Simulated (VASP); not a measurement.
Set up this calculation in VASP 6.6.1, as the native input.

```yaml
Task: single point
Functional: PBEsol
Potentials_or_basis: VASP PAW PBE potentials, release 64 (Se)
Cutoff: 520 eV
k_mesh: 15 × 15 × 15
Occupations: fermi-dirac, width 0.1 eV
Spin: no spin polarisation
Dipole_correction: no
Further_INCAR_settings: ALGO = Normal; EDIFF = 1e-06; NBANDS = 9
```

The structure of Se lies in POSCAR:

```
Se
1.0
   -1.6417756889      1.6417756889      1.6417756889
    1.6417756889     -1.6417756889      1.6417756889
    1.6417756889      1.6417756889     -1.6417756889
Se
1
Direct
    0.0000000000      0.0000000000      0.0000000000
```

This cell differs from its parent crystal: volume scaled by 0.92.

One way to write it, as run:

INCAR

```
SYSTEM = Se
PREC = Accurate ; ENCUT = 520
EDIFF = 1E-6 ; ISMEAR = -1
SIGMA = 0.1 ; LREAL = .FALSE.
LASPH = .TRUE. ; NELM = 100
ALGO = Normal ; ISIF = 2
LWAVE = .FALSE. ; LCHARG = .FALSE.
GGA = PS ; NBANDS = 9
```

KPOINTS

```
Automatic mesh
0
G
  15 15 15
  0 0 0
```

Potentials or basis: VASP PAW PBE potentials, release 64 (Se).

Command:

```console
$ cat potpaw_PBE.64/Se/POTCAR > POTCAR
$ mpirun -np 1 vasp_std > vasp.out
```

Results of the run:

- Pressure: 9.2 GPa
- Band gap on the k mesh: zero (band 3 reaches 10.94 eV, above the bottom of band 4 at 3.45 eV)

Caveat: the PAW data sets were made with another functional, which shifts forces and pressure a little.

Run time: 24 s on 1 thread of AMD EPYC 7R13, on a shared host, peak memory 0.12 GiB.
